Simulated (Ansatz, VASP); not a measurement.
Mo in VASP and in Ansatz

```
CELL_PARAMETERS angstrom
2.80392 0.00000 0.00000
-1.40196 2.42827 0.00000
0.00000 0.00000 9.15761
ATOMIC_POSITIONS crystal
Mo 0.00000 0.00000 0.00000
Mo 0.00000 0.00000 0.50000
Mo 0.33333 0.66667 0.25000
Mo 0.66667 0.33333 0.75000
```

Alike in both runs: task relaxation of cell and atoms; functional LDA; k mesh 13 × 13 × 4; occupations fermi-dirac, width 0.1 eV; no spin polarisation.

|  | VASP | Ansatz |
| --- | --- | --- |
| version | VASP 6.6.1 | Ansatz 0.2.0 |
| potentials or method | VASP PAW LDA potentials, release 64 (Mo_sv), cutoff 600 eV | plane waves (420 eV) with PAW, scalar-relativistic |
| valence electrons in the cell | 56 | 56 |

|  | VASP | Ansatz | Ansatz less VASP |
| --- | --- | --- | --- |
| relaxed volume (Å³/atom) | 15.34 | 15.28 | -0.060 |
| relaxed length of the cell vector where the two differ most in proportion (Å) | 2.738 | 2.734 | -0.0036 |

Ansatz warns that its potentials were made for another functional, while VASP's fit it. LDA's correlation is that of Perdew and Zunger in VASP and of Perdew and Wang (1992) in Ansatz.
